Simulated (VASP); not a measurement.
# SnS4 (P-43m) in VASP: further runs

Runs on SnS4. Level: PBE. Tasks: single point.

Everything below comes from runs of VASP 6.6.1. Logs are shortened: lines on timing, memory, paths and dates and some standing lists are left out, and cuts for length are marked.

**1. The cell of the first run**

Symmetry: P-43m, No. 215, cubic system. Conventional cell: a = 4.839 Å, b = 4.839 Å, c = 4.839 Å, α = 90.00°, β = 90.00°, γ = 90.00°. Sn (site symmetry -43m) has 4 S at 2.46 Å within 3.2 Å. S (site symmetry 3m) has 1 Sn at 2.46 Å and 3 S at 2.83 Å within 3.2 Å.

**2. Single point, PBE**

Contents of INCAR:

```
SYSTEM = SnS4
PREC = Accurate
ENCUT = 520
EDIFF = 1E-6
ISMEAR = 0
SIGMA = 0.1
LREAL = .FALSE.
LASPH = .TRUE.
NELM = 100
ALGO = Normal
ISIF = 2
LWAVE = .FALSE.
LCHARG = .TRUE.
GGA = PE
LELF = .TRUE.
LVHAR = .TRUE.
NBANDS = 27
```

Contents of KPOINTS:

```
regular mesh
0
G
  4 4 4
  0 0 0
```

Contents of POSCAR:

```
SnS4
1.0
    4.8390816770      0.0000000000      0.0000000000
    0.0000000000      4.8390816770      0.0000000000
    0.0000000000      0.0000000000      4.8390816770
Sn S
1 4
Direct
    0.0000000000      0.0000000000      0.0000000000
    0.2931487168      0.2931487168      0.2931487168
    0.7068512832      0.7068512832      0.2931487168
    0.2931487168      0.7068512832      0.7068512832
    0.7068512832      0.2931487168      0.7068512832
```

Potentials or basis: VASP PAW PBE potentials, release 64 (Sn_d, S).

Launch:

```sh
> cat potpaw_PBE.64/Sn_d/POTCAR potpaw_PBE.64/S/POTCAR > POTCAR
> mpirun -np 1 vasp_std > vasp.out
```

OUTCAR:

```text
SYSTEM = SnS4
   PREC = Accurate
   ENCUT = 520
   EDIFF = 1E-6
   ISMEAR = 0
   LREAL = .FALSE.
   LASPH = .TRUE.
   NELM = 100
   ISIF = 2
   GGA = PE

 ion  position               nearest neighbor table
   1  0.000  0.000  0.000-   2 2.46   3 2.46   4 2.46   5 2.46
   2  0.293  0.293  0.293-   1 2.46
   3  0.707  0.707  0.293-   1 2.46
   4  0.293  0.707  0.707-   1 2.46
   5  0.707  0.293  0.707-   1 2.46

  LATTYP: Found a simple cubic cell.
 ALAT       =     4.8390816770

  Lattice vectors:

 A1 = (   4.8390816770,   0.0000000000,   0.0000000000)
 A2 = (   0.0000000000,   4.8390816770,   0.0000000000)
 A3 = (   0.0000000000,   0.0000000000,   4.8390816770)

Analysis of symmetry for initial positions (statically):
=====================================================================
 Subroutine PRICEL returns:
 Original cell was already a primitive cell.

 Routine SETGRP: Setting up the symmetry group for a
 simple cubic supercell.

 Subroutine GETGRP returns: Found 24 space group operations
 (whereof 24 operations were pure point group operations)
 out of a pool of 48 trial point group operations.

The static configuration has the point symmetry T_d .

Analysis of symmetry for dynamics (positions and initial velocities):
=====================================================================
 Subroutine PRICEL returns:
 Original cell was already a primitive cell.

 Routine SETGRP: Setting up the symmetry group for a
 simple cubic supercell.

 Subroutine GETGRP returns: Found 24 space group operations
 (whereof 24 operations were pure point group operations)
 out of a pool of 48 trial point group operations.

The dynamic configuration has the point symmetry T_d .

 Subroutine INISYM returns: Found 24 space group operations
 (whereof 24 operations are pure point group operations),
 and found     1 'primitive' translations

----------------------------------------------------------------------------------------

                                     Primitive cell

  volume of cell :     113.3154

  direct lattice vectors                    reciprocal lattice vectors
     4.839081677  0.000000000  0.000000000     0.206650779  0.000000000  0.000000000
     0.000000000  4.839081677  0.000000000     0.000000000  0.206650779  0.000000000
     0.000000000  0.000000000  4.839081677     0.000000000  0.000000000  0.206650779

  length of vectors
     4.839081677  4.839081677  4.839081677     0.206650779  0.206650779  0.206650779

  position of ions in fractional coordinates (direct lattice)
     0.000000000  0.000000000  0.000000000
     0.293148717  0.293148717  0.293148717
     0.706851283  0.706851283  0.293148717
     0.293148717  0.706851283  0.706851283
     0.706851283  0.293148717  0.706851283

  ion indices of the primitive-cell ions
   primitive index   ion index
                 1           1
                 2           2
                 3           3
                 4           4
                 5           5

----------------------------------------------------------------------------------------

 KPOINTS: regular mesh

Automatic generation of k-mesh.
 Grid dimensions read from file:
 generate k-points for:    4    4    4

 Generating k-lattice:

  Cartesian coordinates                     Fractional coordinates (reciprocal lattice)
     0.051662695  0.000000000  0.000000000     0.250000000  0.000000000  0.000000000
     0.000000000  0.051662695  0.000000000     0.000000000  0.250000000  0.000000000
     0.000000000  0.000000000  0.051662695     0.000000000  0.000000000  0.250000000

  Length of vectors
     0.051662695  0.051662695  0.051662695

  Shift w.r.t. Gamma in fractional coordinates (k-lattice)
     0.000000000  0.000000000  0.000000000

 Subroutine IBZKPT returns following result:
 ===========================================

 Found     10 irreducible k-points:

 Following reciprocal coordinates:
            Coordinates               Weight
  0.000000  0.000000  0.000000      1.000000
  0.250000  0.000000  0.000000      6.000000
  0.500000  0.000000  0.000000      3.000000
  0.250000  0.250000  0.000000     12.000000
  0.500000  0.250000  0.000000     12.000000
  0.500000  0.500000  0.000000      3.000000
  0.250000  0.250000  0.250000      8.000000
  0.500000  0.250000  0.250000     12.000000
  0.500000  0.500000  0.250000      6.000000
  0.500000  0.500000  0.500000      1.000000
   k-points           NKPTS =     10   k-points in BZ     NKDIM =     10   number of bands    NBANDS=     27
   number of dos      NEDOS =    301   number of ions     NIONS =      5
   total plane-waves  NPLWV =  46656
   dimension x,y,z NGX =    36 NGY =   36 NGZ =   36
   dimension x,y,z NGXF=    72 NGYF=   72 NGZF=   72
   ions per type =               1   4
   NGX,Y,Z   is equivalent  to a cutoff of  12.37, 12.37, 12.37 a.u.
   NGXF,Y,Z  is equivalent  to a cutoff of  24.74, 24.74, 24.74 a.u.
 SYSTEM =  SnS4
   PREC   = accura    normal or accurate (medium, high low for compatibility)
   ISTART =      0    job   : 0-new  1-cont  2-samecut
   ICHARG =      2    charge: 1-file 2-atom 10-const
   ISPIN  =      1    spin polarized calculation?
   LNONCOLLINEAR =      F non collinear calculations
   LSORBIT =      F    spin-orbit coupling
   LASPH  =      T    aspherical Exc in radial PAW
   ENCUT  =  520.0 eV  38.22 Ry    6.18 a.u.   9.00  9.00  9.00*2*pi/ulx,y,z
   NELM   =    100;   NELMIN=  2; NELMDL= -5     # of ELM steps
   EDIFF  = 0.1E-05   stopping-criterion for ELM
   LREAL  =      F    real-space projection
   EDIFFG = 0.1E-04   stopping-criterion for IOM
   NSW    =      0    number of steps for IOM
   IBRION =     -1    ionic relax: 0-MD 1-quasi-New 2-CG
   NFREE  =      0    steps in history (QN), initial steepest desc. (CG)
   ISIF   =      2    stress and relaxation
   ISYM   =      2    0-nonsym 1-usesym 2-fastsym
   POTIM  = 0.5000    time-step for ionic-motion
   TEBEG  =    0.0;   TEEND  =   0.0 temperature during run
   PSTRESS=    0.0 pullay stress
   NELECT =      38.0000    total number of electrons
   NUPDOWN=      -1.0000    fix difference up-down
   EMIN   =  10.00;   EMAX   =-10.00  energy-range for DOS
   EFERMI =   0.00;   METHOD = LEGACY
   ISMEAR =     0;   SIGMA  =   0.10  broadening in eV -4-tet -1-fermi 0-gaus
   EFERMI_NEDOS =   21; number of points for ismear=-14 and -15
   IALGO  =     38    algorithm
   IMIX   =      4    mixing-type and parameters
     AMIX     =   0.40;   BMIX     =  1.00
     AMIX_MAG =   1.60;   BMIX_MAG =  1.00
  volume/ion in A,a.u.               =      22.66       152.94
  Fermi-wavevector in a.u.,A,eV,Ry     =   1.137382  2.149341 17.601016  1.293638
  Thomas-Fermi vector in A             =   2.274087
   LORBIT       =      0    0 simple, 1 ext, 2 COOP (PROOUT), +10 PAW based schemes
   GGA     = PE    functional components
   LHFCALC =     F    Hartree Fock is set to
   AEXX    =    0.0000 exact exchange contribution
   IVDW    =     0    specifies the selected vdW correction
   LEPSILON=     F    determine dielectric tensor
   LRPA    =     F    only Hartree local field effects (RPA)
 non-spin polarized calculation
 Gauss-broadening in eV      SIGMA  =   0.10
  energy-cutoff  :      520.00
  volume of cell :      113.32
 maximum number of plane-waves:      3112
 NGX is ok and might be reduce to    36
   NGX = 17   NGY = 17   NGZ = 17

 number of electron      38.0000008 magnetization

 Free energy of the ion-electron system (eV)
  ---------------------------------------------------
  ext. energy  EPLUGINS =         0.00000000
  ---------------------------------------------------
  free energy    TOTEN  =       -16.98688213 eV

  energy without entropy =      -16.95273580  energy(sigma->0) =      -16.96980896

 E-fermi :   4.2031     XC(G=0):  -9.6301

 val. band max:        4.1943627181   @ k =   0.5000   0.2500   0.2500
 cond. band min:       4.2880251175   @ k =   0.2500   0.2500   0.2500
 fundamental gap:      0.0936623995
 Fermi energy:         4.2030578250

 k-point     1 :       0.0000    0.0000    0.0000
  band No.  band energies     occupation
      1     -16.9140      2.00000
      2     -16.9140      2.00000
      3     -16.9140      2.00000
      4     -16.8349      2.00000
      5     -16.8349      2.00000
      6      -9.7471      2.00000
[... 19 lines left out ...]
     26      10.6386      0.00000
     27      10.8223      0.00000

 k-point     2 :       0.2500    0.0000    0.0000
  band No.  band energies     occupation
      1     -16.9150      2.00000
      2     -16.9150      2.00000
      3     -16.9142      2.00000
      4     -16.8348      2.00000
      5     -16.8332      2.00000
      6      -9.4873      2.00000
[... 19 lines left out ...]
     26      11.2247      0.00000
     27      11.7533      0.00000

 k-point     3 :       0.5000    0.0000    0.0000
  band No.  band energies     occupation
      1     -16.9159      2.00000
      2     -16.9159      2.00000
      3     -16.9144      2.00000
      4     -16.8347      2.00000
      5     -16.8315      2.00000
      6      -8.9630      2.00000
[... 19 lines left out ...]
     26      11.5537      0.00000
     27      12.1310      0.00000

 k-point     4 :       0.2500    0.2500    0.0000
  band No.  band energies     occupation
      1     -16.9162      2.00000
      2     -16.9151      2.00000
      3     -16.9149      2.00000
      4     -16.8339      2.00000
      5     -16.8323      2.00000
      6      -9.2468      2.00000
[... 19 lines left out ...]
     26      11.7723      0.00000
     27      12.3299      0.00000
[... 96 lines left out ...]
      4     -16.8322      2.00000
      5     -16.8305      2.00000
      6      -8.6890      2.00000
[... 19 lines left out ...]
     26      12.1838      0.00000
     27      12.5990      0.00000

 k-point     9 :       0.5000    0.5000    0.2500
  band No.  band energies     occupation
      1     -16.9185      2.00000
      2     -16.9170      2.00000
      3     -16.9170      2.00000
      4     -16.8313      2.00000
      5     -16.8296      2.00000
      6      -8.5696      2.00000
[... 19 lines left out ...]
     26      12.2245      0.00000
     27      12.6621      0.00000

 k-point    10 :       0.5000    0.5000    0.5000
  band No.  band energies     occupation
      1     -16.9181      2.00000
      2     -16.9181      2.00000
      3     -16.9181      2.00000
      4     -16.8296      2.00000
      5     -16.8296      2.00000
      6      -8.5876      2.00000
[... 19 lines left out ...]
     26      12.3046      0.00000
     27      12.3046      0.00000

------------------------ aborting loop because EDIFF is reached ----------------------------------------

  FORCE on cell =-STRESS in cart. coord.  units (eV):
  Direction    XX          YY          ZZ          XY          YZ          ZX
  --------------------------------------------------------------------------------------
  -------------------------------------------------------------------------------------
  Total       -0.3335754     -0.3335754     -0.3335754      0.0000000      0.0000000      0.0000000
  in kB       -4.7164556     -4.7164556     -4.7164556      0.0000000      0.0000000      0.0000000
  external PRESSURE =      -4.7164556 kB  Pullay stress =       0.0000000 kB

 VOLUME and BASIS-vectors are now :
 -----------------------------------------------------------------------------
  energy-cutoff  :      520.00
  volume of cell :      113.32
      direct lattice vectors                 reciprocal lattice vectors
     4.839081677  0.000000000  0.000000000     0.206650779  0.000000000  0.000000000
     0.000000000  4.839081677  0.000000000     0.000000000  0.206650779  0.000000000
     0.000000000  0.000000000  4.839081677     0.000000000  0.000000000  0.206650779

 POSITION                                       TOTAL-FORCE (eV/Angst)
 -----------------------------------------------------------------------------------
      0.00000      0.00000      0.00000         0.000000      0.000000      0.000000
      1.41857      1.41857      1.41857        -0.009940     -0.009940     -0.009940
      3.42051      3.42051      1.41857         0.009940      0.009940     -0.009940
      1.41857      3.42051      3.42051        -0.009940      0.009940      0.009940
      3.42051      1.41857      3.42051         0.009940     -0.009940      0.009940
 -----------------------------------------------------------------------------------
    total drift:                                0.000000      0.000000     -0.000000

  FREE ENERGIE OF THE ION-ELECTRON SYSTEM (eV)
  ---------------------------------------------------
  free  energy   TOTEN  =       -16.9868821310 eV

  energy  without entropy=      -16.9527357975  energy(sigma->0) =      -16.96980896
```

Wall time 21 s (1 thread of AMD EPYC 9R45 (Zen 5), shared host); peak memory 0.17 GiB.

What came out:

- Free energy: -16.9869 eV
- Pressure: -0.5 GPa
- Largest force: 0.017 eV/Å
- Band gap on the k mesh: zero (band 19 reaches 4.88 eV, above the bottom of band 20 at 4.13 eV)

Forces on the atoms (eV/Å):
```
Sn   0.000  0.000  0.000
S   -0.010 -0.010 -0.010
S    0.010  0.010 -0.010
S   -0.010  0.010  0.010
S    0.010 -0.010  0.010
```

Caveat: spin-orbit coupling is left out, which moves the levels of the heavy elements.

**3. Single point, PBE**

This run uses another cell than the first one, of 26.74 Å³/atom, 1.180 times its volume.

Contents of INCAR:

```
SYSTEM = SnS4
PREC = Accurate
ENCUT = 520
EDIFF = 1E-6
ISMEAR = 0
SIGMA = 0.1
LREAL = .FALSE.
LASPH = .TRUE.
NELM = 60
ALGO = Normal
ISIF = 2
LWAVE = .FALSE.
LCHARG = .FALSE.
GGA = PE
NBANDS = 27
```

Contents of KPOINTS:

```
Automatic mesh
0
G
  4 4 4
  0 0 0
```

Contents of POSCAR:

```
SnS4
1.0
    5.1136902800      0.0000000000      0.0000000000
    0.0000000000      5.1136902800      0.0000000000
    0.0000000000      0.0000000000      5.1136902800
Sn S
1 4
Direct
    0.0000000000      0.0000000000      0.0000000000
    0.2500000000      0.2500000000      0.2500000000
    0.7500000000      0.7500000000      0.2500000000
    0.2500000000      0.7500000000      0.7500000000
    0.7500000000      0.2500000000      0.7500000000
```

Potentials or basis: VASP PAW PBE potentials, release 64 (Sn_d, S).

Launch:

```sh
> cat potpaw_PBE.64/Sn_d/POTCAR potpaw_PBE.64/S/POTCAR > POTCAR
> mpirun -np 1 vasp_std > vasp.out
```

OUTCAR:

```text
SYSTEM = SnS4
   PREC = Accurate
   ENCUT = 520
   EDIFF = 1E-6
   ISMEAR = 0
   LREAL = .FALSE.
   LASPH = .TRUE.
   NELM = 60
   ISIF = 2
   GGA = PE

 ion  position               nearest neighbor table
   1  0.000  0.000  0.000-   2 2.21   3 2.21   4 2.21   5 2.21
   2  0.250  0.250  0.250-   1 2.21
   3  0.750  0.750  0.250-   1 2.21
   4  0.250  0.750  0.750-   1 2.21
   5  0.750  0.250  0.750-   1 2.21

  LATTYP: Found a simple cubic cell.
[... 485 lines left out ...]
  --------------------------------------------------------------------------------------
  -------------------------------------------------------------------------------------
  Total        7.4090443      7.4090443      7.4090443     -0.0000000     -0.0000000      0.0000000
  in kB       88.7706731     88.7706731     88.7706731     -0.0000000     -0.0000000      0.0000000
  external PRESSURE =      88.7706731 kB  Pullay stress =       0.0000000 kB

 VOLUME and BASIS-vectors are now :
 -----------------------------------------------------------------------------
  energy-cutoff  :      520.00
  volume of cell :      133.72
      direct lattice vectors                 reciprocal lattice vectors
     5.113690280  0.000000000  0.000000000     0.195553494  0.000000000  0.000000000
     0.000000000  5.113690280  0.000000000     0.000000000  0.195553494  0.000000000
     0.000000000  0.000000000  5.113690280     0.000000000  0.000000000  0.195553494

 POSITION                                       TOTAL-FORCE (eV/Angst)
 -----------------------------------------------------------------------------------
      0.00000      0.00000      0.00000         0.000000      0.000000      0.000000
      1.27842      1.27842      1.27842         2.038375      2.038375      2.038375
      3.83527      3.83527      1.27842        -2.038375     -2.038375      2.038375
      1.27842      3.83527      3.83527         2.038375     -2.038375     -2.038375
      3.83527      1.27842      3.83527        -2.038375      2.038375     -2.038375
 -----------------------------------------------------------------------------------
    total drift:                                0.000000     -0.000000     -0.000000

  FREE ENERGIE OF THE ION-ELECTRON SYSTEM (eV)
  ---------------------------------------------------
  free  energy   TOTEN  =       -15.4118194667 eV

  energy  without entropy=      -15.3477667265  energy(sigma->0) =      -15.37979310
```

stdout:

```text
POSCAR found type information on POSCAR SnS
 POSCAR found :  2 types and       5 ions
 scaLAPACK will be used
 LDA part: xc-table for (Slater+PW92), standard interpolation
 POSCAR, INCAR and KPOINTS ok, starting setup
 FFT: planning ... GRIDC
 FFT: planning ... GRID_SOFT
 FFT: planning ... GRID
 WAVECAR not read
 entering main loop
```

It took 27 s on 1 thread of AMD EPYC 9R45 (Zen 5), shared host; peak memory 0.21 GiB.

What came out:

```yaml
Free_energy: -15.4118 eV
Pressure: 8.9 GPa
Band_gap_on_the_k_mesh: zero (band 19 reaches 2.61 eV, above the bottom of band 20 at 2.08 eV)
```

Caveat: spin-orbit coupling is left out, which moves the levels of the heavy elements.
